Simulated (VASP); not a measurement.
# Si (Fd-3m) in VASP: further runs

Si is run at these levels: PBE; tasks: single point.

Program: VASP 6.6.1. These are calculated values, not measurements. Logs are shortened: lines on timing, memory, paths and dates and some standing lists are left out, and cuts for length are marked.

### 1 The cell of the first run

Symmetry: Fd-3m, No. 227, cubic system. The conventional cell has a = 5.470 Å, b = 5.470 Å, c = 5.470 Å, α = 90.00°, β = 90.00°, γ = 90.00°. Si (site symmetry -43m) has 4 Si at 2.37 Å within 3.1 Å.

### 2 Single point, PBE

Contents of INCAR:

```
PREC = Accurate
ENCUT = 500
EDIFF = 1E-6
ISMEAR = 0
SIGMA = 0.1
LREAL = False
LASPH = True
NELM = 120
ALGO = Normal
ISIF = 2
LWAVE = False
LCHARG = False
GGA = PE
NBANDS = 16
GGA_COMPAT = False
```

Contents of KPOINTS:

```
Automatic mesh
0
Gamma
  6 6 4
```

Contents of POSCAR:

```
Si
1.0
    3.8676348191      0.0000000000      0.0000000000
    0.0000000000      3.8676348191      0.0000000000
    0.0000000000      0.0000000000      5.4696616008
Si
4
Direct
    0.0000000000      0.0000000000      0.0000000000
    0.0000000000      0.5000000000      0.2500000000
    0.5000000000      0.5000000000      0.5000000000
    0.5000000000      1.0000000000      0.7500000000
```

Potentials or basis: VASP PAW PBE potentials, release 64 (Si).

Launch:

```bash
> cat potpaw_PBE.64/Si/POTCAR > POTCAR
> mpirun -np 1 vasp_std > vasp.out
```

OUTCAR:

```text
PREC = Accurate
   ENCUT = 500
   EDIFF = 1E-6
   ISMEAR = 0
   LREAL = False
   LASPH = True
   NELM = 120
   ISIF = 2
   GGA = PE

 ion  position               nearest neighbor table
   1  0.000  0.000  0.000-   2 2.37   4 2.37   2 2.37   4 2.37
   2  0.000  0.500  0.250-   1 2.37   3 2.37   1 2.37   3 2.37
   3  0.500  0.500  0.500-   2 2.37   4 2.37   4 2.37   2 2.37
   4  0.500  0.000  0.750-   1 2.37   3 2.37   3 2.37   1 2.37

  LATTYP: Found a simple tetragonal cell.
 ALAT       =     3.8676348191
 C/A-ratio  =     1.4142135586

  Lattice vectors:

 A1 = (   3.8676348191,   0.0000000000,   0.0000000000)
 A2 = (   0.0000000000,   3.8676348191,   0.0000000000)
 A3 = (   0.0000000000,   0.0000000000,   5.4696616008)

Analysis of symmetry for initial positions (statically):
=====================================================================
 Subroutine PRICEL returns following result:

  LATTYP: Found a face centered cubic cell.
 ALAT       =     5.4696616081

  Lattice vectors:

 A1 = (  -1.9338174096,  -1.9338174096,  -2.7348308004)
 A2 = (   1.9338174096,  -1.9338174096,  -2.7348308004)
 A3 = (   0.0000000000,  -3.8676348191,  -0.0000000000)

   2 primitive cells build up your supercell.

 Routine SETGRP: Setting up the symmetry group for a
 simple tetragonal supercell.

 Subroutine GETGRP returns: Found 16 space group operations
 (whereof  8 operations were pure point group operations)
 out of a pool of 16 trial point group operations.

The static configuration has the point symmetry D_2d.
 The point group associated with its full space group is D_4h.

Analysis of symmetry for dynamics (positions and initial velocities):
=====================================================================
 Subroutine PRICEL returns following result:

  LATTYP: Found a face centered cubic cell.
 ALAT       =     5.4696616081

  Lattice vectors:

 A1 = (  -1.9338174096,  -1.9338174096,  -2.7348308004)
 A2 = (   1.9338174096,  -1.9338174096,  -2.7348308004)
 A3 = (   0.0000000000,  -3.8676348191,  -0.0000000000)

   2 primitive cells build up your supercell.

 Routine SETGRP: Setting up the symmetry group for a
 simple tetragonal supercell.

 Subroutine GETGRP returns: Found 16 space group operations
 (whereof  8 operations were pure point group operations)
 out of a pool of 16 trial point group operations.

The dynamic configuration has the point symmetry D_2d.
 The point group associated with its full space group is D_4h.

 Subroutine INISYM returns: Found 16 space group operations
 (whereof  8 operations are pure point group operations),
 and found     2 'primitive' translations

----------------------------------------------------------------------------------------

                                     Primitive cell

  volume of cell :      40.9092

  direct lattice vectors                    reciprocal lattice vectors
    -1.933817410 -1.933817410 -2.734830800    -0.258555951  0.000000000 -0.182826667
     1.933817410 -1.933817410 -2.734830800     0.258555951  0.000000000 -0.182826667
     0.000000000 -3.867634819 -0.000000000     0.000000000 -0.258555951  0.182826667

  length of vectors
     3.867634814  3.867634814  3.867634819     0.316665076  0.316665076  0.316665076

  position of ions in fractional coordinates (direct lattice)
     0.000000000  0.000000000  0.000000000
     0.750000000  0.750000000  0.750000000

  ion indices of the primitive-cell ions
   primitive index   ion index
                 1           1
                 2           2

----------------------------------------------------------------------------------------

 KPOINTS: Automatic mesh

Automatic generation of k-mesh.
 Grid dimensions read from file:
 generate k-points for:    6    6    4

 Generating k-lattice:

  Cartesian coordinates                     Fractional coordinates (reciprocal lattice)
     0.043092659  0.000000000  0.000000000     0.166666667  0.000000000  0.000000000
     0.000000000  0.043092659  0.000000000     0.000000000  0.166666667  0.000000000
     0.000000000  0.000000000  0.045706667     0.000000000  0.000000000  0.250000000

  Length of vectors
     0.043092659  0.043092659  0.045706667

  Shift w.r.t. Gamma in fractional coordinates (k-lattice)
     0.000000000  0.000000000  0.000000000

 Subroutine IBZKPT returns following result:
 ===========================================

 Found     30 irreducible k-points:

 Following reciprocal coordinates:
            Coordinates               Weight
  0.000000  0.000000  0.000000      1.000000
  0.166667  0.000000  0.000000      4.000000
  0.333333  0.000000  0.000000      4.000000
  0.500000  0.000000  0.000000      2.000000
  0.166667  0.166667  0.000000      4.000000
  0.333333  0.166667  0.000000      8.000000
[... 16 lines left out ...]
  0.333333  0.000000  0.500000      4.000000
  0.500000  0.000000  0.500000      2.000000
 [... further k-points ...]
   k-points           NKPTS =     30   k-points in BZ     NKDIM =     30   number of bands    NBANDS=     16
   number of dos      NEDOS =    301   number of ions     NIONS =      4
   total plane-waves  NPLWV =  31360
   dimension x,y,z NGX =    28 NGY =   28 NGZ =   40
   dimension x,y,z NGXF=    56 NGYF=   56 NGZF=   80
   ions per type =               4
   NGX,Y,Z   is equivalent  to a cutoff of  12.04, 12.04, 12.16 a.u.
   NGXF,Y,Z  is equivalent  to a cutoff of  24.07, 24.07, 24.32 a.u.
 SYSTEM =  unknown system
   PREC   = accura    normal or accurate (medium, high low for compatibility)
   ISTART =      0    job   : 0-new  1-cont  2-samecut
   ICHARG =      2    charge: 1-file 2-atom 10-const
   ISPIN  =      1    spin polarized calculation?
   LNONCOLLINEAR =      F non collinear calculations
   LSORBIT =      F    spin-orbit coupling
   LASPH  =      T    aspherical Exc in radial PAW
   ENCUT  =  500.0 eV  36.75 Ry    6.06 a.u.   7.05  7.05  9.97*2*pi/ulx,y,z
   NELM   =    120;   NELMIN=  2; NELMDL= -5     # of ELM steps
   EDIFF  = 0.1E-05   stopping-criterion for ELM
   LREAL  =      F    real-space projection
[... 7 lines left out ...]
   TEBEG  =    0.0;   TEEND  =   0.0 temperature during run
   PSTRESS=    0.0 pullay stress
   NELECT =      16.0000    total number of electrons
   NUPDOWN=      -1.0000    fix difference up-down
   EMIN   =  10.00;   EMAX   =-10.00  energy-range for DOS
   EFERMI =   0.00;   METHOD = LEGACY
   ISMEAR =     0;   SIGMA  =   0.10  broadening in eV -4-tet -1-fermi 0-gaus
   EFERMI_NEDOS =   21; number of points for ismear=-14 and -15
   IALGO  =     38    algorithm
   IMIX   =      4    mixing-type and parameters
     AMIX     =   0.40;   BMIX     =  1.00
     AMIX_MAG =   1.60;   BMIX_MAG =  1.00
  volume/ion in A,a.u.               =      20.45       138.03
  Fermi-wavevector in a.u.,A,eV,Ry     =   0.950235  1.795684 12.285334  0.902947
  Thomas-Fermi vector in A             =   2.078593
   LORBIT       =      0    0 simple, 1 ext, 2 COOP (PROOUT), +10 PAW based schemes
   GGA     = PE    functional components
   LHFCALC =     F    Hartree Fock is set to
   AEXX    =    0.0000 exact exchange contribution
   IVDW    =     0    specifies the selected vdW correction
   LEPSILON=     F    determine dielectric tensor
   LRPA    =     F    only Hartree local field effects (RPA)
 non-spin polarized calculation
 Gauss-broadening in eV      SIGMA  =   0.10
  energy-cutoff  :      500.00
  volume of cell :       81.82
 maximum number of plane-waves:      2112
   NGX = 15   NGY = 15   NGZ = 19

 number of electron      15.9999996 magnetization

 Free energy of the ion-electron system (eV)
  ---------------------------------------------------
  ext. energy  EPLUGINS =         0.00000000
  ---------------------------------------------------
  free energy    TOTEN  =       -21.68324429 eV

  energy without entropy =      -21.68324424  energy(sigma->0) =      -21.68324426

 E-fermi :   5.9415     XC(G=0):  -9.3240

 val. band max:        5.6136002457   @ k =   0.0000   0.0000   0.0000
 cond. band min:       6.2635799303   @ k =   0.0000   0.0000   0.2500
 fundamental gap:      0.6499796846
 Fermi energy:         5.9415039946

 k-point     1 :       0.0000    0.0000    0.0000
  band No.  band energies     occupation
      1      -6.1982      2.00000
      2      -2.1314      2.00000
      3      -2.1314      2.00000
      4       2.8204      2.00000
      5       2.8204      2.00000
      6       5.6132      2.00000
[... 8 lines left out ...]
     15      13.3213      0.00000
     16      13.3248      0.00000

 k-point     2 :       0.1667    0.0000    0.0000
  band No.  band energies     occupation
      1      -5.9607      2.00000
      2      -2.2756      2.00000
      3      -1.8722      2.00000
      4       1.8584      2.00000
      5       3.0094      2.00000
      6       4.0243      2.00000
[... 8 lines left out ...]
     15      12.4414      0.00000
     16      13.1658      0.00000

 k-point     3 :       0.3333    0.0000    0.0000
  band No.  band energies     occupation
      1      -5.2667      2.00000
      2      -3.0029      2.00000
      3      -1.0988      2.00000
      4       1.3047      2.00000
      5       1.9168      2.00000
      6       3.2571      2.00000
[... 8 lines left out ...]
     15      11.7348      0.00000
     16      12.0188      0.00000

 k-point     4 :       0.5000    0.0000    0.0000
  band No.  band energies     occupation
      1      -4.1950      2.00000
      2      -4.1950      2.00000
      3       0.1749      2.00000
      4       0.1749      2.00000
      5       1.9456      2.00000
      6       1.9456      2.00000
[... 8 lines left out ...]
     15      11.6520      0.00000
     16      11.6520      0.00000

 k-point     5 :       0.1667    0.1667    0.0000
  band No.  band energies     occupation
      1      -5.7229      2.00000
      2      -2.0183      2.00000
      3      -2.0183      2.00000
      4       2.0549      2.00000
      5       2.0549      2.00000
      6       3.5590      2.00000
[... 8 lines left out ...]
     15      12.1203      0.00000
     16      12.2989      0.00000

 k-point     6 :       0.3333    0.1667    0.0000
  band No.  band energies     occupation
      1      -5.0279      2.00000
      2      -2.7542      2.00000
      3      -1.2516      2.00000
      4       1.5042      2.00000
      5       1.7059      2.00000
      6       2.6078      2.00000
[... 8 lines left out ...]
     15      11.1842      0.00000
     16      11.7875      0.00000
[... 267 lines left out ...]
 k-point    21 :       0.0000    0.0000    0.5000
  band No.  band energies     occupation
      1      -5.1361      2.00000
      2      -5.1361      2.00000
      3       2.0950      2.00000
      4       2.0950      2.00000
      5       3.7656      2.00000
      6       3.7656      2.00000
[... 8 lines left out ...]
     15      11.3011      0.00000
     16      11.3011      0.00000

 k-point    22 :       0.1667    0.0000    0.5000
  band No.  band energies     occupation
      1      -4.9233      2.00000
      2      -4.9233      2.00000
      3       1.2111      2.00000
      4       1.2111      2.00000
      5       3.6535      2.00000
      6       3.6535      2.00000
[... 8 lines left out ...]
     15      10.6453      0.00000
     16      10.6453      0.00000

 k-point    23 :       0.3333    0.0000    0.5000
  band No.  band energies     occupation
      1      -4.3590      2.00000
      2      -4.3590      2.00000
      3      -0.4043      2.00000
      4      -0.4043      2.00000
      5       4.0589      2.00000
      6       4.0589      2.00000
[... 8 lines left out ...]
     15      12.5769      0.00000
     16      12.5769      0.00000

 k-point    24 :       0.5000    0.0000    0.5000
  band No.  band energies     occupation
      1      -3.9206      2.00000
      2      -3.9206      2.00000
      3      -1.2533      2.00000
      4      -1.2533      2.00000
      5       4.4352      2.00000
      6       4.4352      2.00000
[... 8 lines left out ...]
     15      13.3136      0.00000
     16      13.3136      0.00000

 [... further k-points ...]

------------------------ aborting loop because EDIFF is reached ----------------------------------------

  FORCE on cell =-STRESS in cart. coord.  units (eV):
  Direction    XX          YY          ZZ          XY          YZ          ZX
  --------------------------------------------------------------------------------------
  -------------------------------------------------------------------------------------
  Total        0.0301788      0.0301788     -0.0984371      0.0000000      0.0000000      0.0000000
  in kB        0.5909641      0.5909641     -1.9276054      0.0000000      0.0000000      0.0000000
  external PRESSURE =      -0.2485591 kB  Pullay stress =       0.0000000 kB

 VOLUME and BASIS-vectors are now :
 -----------------------------------------------------------------------------
  energy-cutoff  :      500.00
  volume of cell :       81.82
      direct lattice vectors                 reciprocal lattice vectors
     3.867634819  0.000000000  0.000000000     0.258555951  0.000000000  0.000000000
     0.000000000  3.867634819  0.000000000     0.000000000  0.258555951  0.000000000
     0.000000000  0.000000000  5.469661601     0.000000000  0.000000000  0.182826667

 POSITION                                       TOTAL-FORCE (eV/Angst)
 -----------------------------------------------------------------------------------
      0.00000      0.00000      0.00000        -0.000000      0.000000     -0.000000
      0.00000      1.93382      1.36742         0.000000     -0.000000     -0.000000
      1.93382      1.93382      2.73483         0.000000     -0.000000     -0.000000
      1.93382      0.00000      4.10225        -0.000000      0.000000      0.000000
 -----------------------------------------------------------------------------------
    total drift:                               -0.000000      0.000000      0.000000

  FREE ENERGIE OF THE ION-ELECTRON SYSTEM (eV)
  ---------------------------------------------------
  free  energy   TOTEN  =       -21.6832442850 eV

  energy  without entropy=      -21.6832442355  energy(sigma->0) =      -21.68324426
```

Run time: 42 s. Hardware: 1 thread of Intel Xeon 8259CL, shared host; peak memory 0.18 GiB.

What came out:

```
Free energy            : -21.6832 eV
Pressure               : 0.0 GPa
Band gap on the k mesh : 0.65 eV
```

A k mesh can miss the band edges.

### 3 Single point, PBE

Contents of INCAR:

```
SYSTEM = Si
PREC = Accurate
ENCUT = 500
EDIFF = 1E-6
ISMEAR = 0
SIGMA = 0.02
LREAL = .FALSE.
LASPH = .TRUE.
NELM = 120
ALGO = Normal
ISIF = 2
LWAVE = .FALSE.
LCHARG = .TRUE.
GGA = PE
LELF = .TRUE.
LVHAR = .TRUE.
NBANDS = 16
GGA_COMPAT = .FALSE.
```

Contents of KPOINTS:

```
regular mesh
0
G
  8 8 6
  0 0 0
```

POSCAR is that of step 2.

Potentials or basis: VASP PAW PBE potentials, release 64 (Si).

Launch:

```bash
> cat potpaw_PBE.64/Si/POTCAR > POTCAR
> mpirun -np 1 vasp_std > vasp.out
```

OUTCAR:

```text
SYSTEM = Si
   PREC = Accurate
   ENCUT = 500
   EDIFF = 1E-6
   ISMEAR = 0
   LREAL = .FALSE.
   LASPH = .TRUE.
   NELM = 120
   ISIF = 2
   GGA = PE

 ion  position               nearest neighbor table
   1  0.000  0.000  0.000-   2 2.37   4 2.37   2 2.37   4 2.37
   2  0.000  0.500  0.250-   1 2.37   3 2.37   1 2.37   3 2.37
   3  0.500  0.500  0.500-   2 2.37   4 2.37   4 2.37   2 2.37
   4  0.500  0.000  0.750-   1 2.37   3 2.37   3 2.37   1 2.37

  LATTYP: Found a simple tetragonal cell.
 ALAT       =     3.8676348191
 C/A-ratio  =     1.4142135586
[... 672 lines left out ...]
  --------------------------------------------------------------------------------------
  -------------------------------------------------------------------------------------
  Total       -0.0150124     -0.0150124     -0.0411253      0.0000000      0.0000000      0.0000000
  in kB       -0.2939750     -0.2939750     -0.8053187      0.0000000      0.0000000      0.0000000
  external PRESSURE =      -0.4644229 kB  Pullay stress =       0.0000000 kB

 VOLUME and BASIS-vectors are now :
 -----------------------------------------------------------------------------
  energy-cutoff  :      500.00
  volume of cell :       81.82
      direct lattice vectors                 reciprocal lattice vectors
     3.867634819  0.000000000  0.000000000     0.258555951  0.000000000  0.000000000
     0.000000000  3.867634819  0.000000000     0.000000000  0.258555951  0.000000000
     0.000000000  0.000000000  5.469661601     0.000000000  0.000000000  0.182826667

 POSITION                                       TOTAL-FORCE (eV/Angst)
 -----------------------------------------------------------------------------------
      0.00000      0.00000      0.00000         0.000000     -0.000000     -0.000000
      0.00000      1.93382      1.36742         0.000000      0.000000      0.000000
      1.93382      1.93382      2.73483        -0.000000      0.000000     -0.000000
      1.93382      0.00000      4.10225         0.000000      0.000000     -0.000000
 -----------------------------------------------------------------------------------
    total drift:                               -0.000000      0.000000      0.000000

  FREE ENERGIE OF THE ION-ELECTRON SYSTEM (eV)
  ---------------------------------------------------
  free  energy   TOTEN  =       -21.6972149201 eV

  energy  without entropy=      -21.6972149201  energy(sigma->0) =      -21.69721492
```

OSZICAR:

```text
N       E                     dE             d eps       ncg     rms          rms(c)
DAV:   1     0.227128227365E+02    0.22713E+02   -0.57213E+03  1920   0.769E+02
DAV:   2    -0.202694898420E+02   -0.42982E+02   -0.38964E+02  2576   0.116E+02
DAV:   3    -0.220136023941E+02   -0.17441E+01   -0.17334E+01  2616   0.215E+01
DAV:   4    -0.220329147896E+02   -0.19312E-01   -0.19309E-01  2384   0.298E+00
DAV:   5    -0.220332499846E+02   -0.33519E-03   -0.33518E-03  2616   0.367E-01    0.672E+00
DAV:   6    -0.218015133155E+02    0.23174E+00   -0.94929E-02  2280   0.144E+00    0.410E+00
DAV:   7    -0.216943064667E+02    0.10721E+00   -0.20395E-01  2280   0.221E+00    0.230E-01
DAV:   8    -0.216966352074E+02   -0.23287E-02   -0.13731E-02  2296   0.581E-01    0.101E-01
DAV:   9    -0.216971231431E+02   -0.48794E-03   -0.62710E-04  2488   0.145E-01    0.783E-02
DAV:  10    -0.216972150948E+02   -0.91952E-04   -0.11572E-04  2240   0.552E-02    0.148E-02
DAV:  11    -0.216972149201E+02    0.17473E-06   -0.22747E-06  2544   0.905E-03
   1 F= -.21697215E+02 E0= -.21697215E+02  d E =-.346767E-16
```

stdout:

```text
POSCAR found type information on POSCAR Si
 POSCAR found :  1 types and       4 ions
 scaLAPACK will be used
 LDA part: xc-table for (Slater+PW92), standard interpolation
 POSCAR, INCAR and KPOINTS ok, starting setup
 FFT: planning ... GRIDC
 FFT: planning ... GRID_SOFT
 FFT: planning ... GRID
 WAVECAR not read
 entering main loop
```

Wall time 86 s (1 thread of Intel Xeon 8259CL, shared host); peak memory 0.2 GiB.

What came out:

| Property | Result |
| --- | --- |
| Free energy | -21.6972 eV |
| Pressure | 0.0 GPa |
| Band gap on the k mesh | 0.61 eV |

A k mesh can miss the band edges.
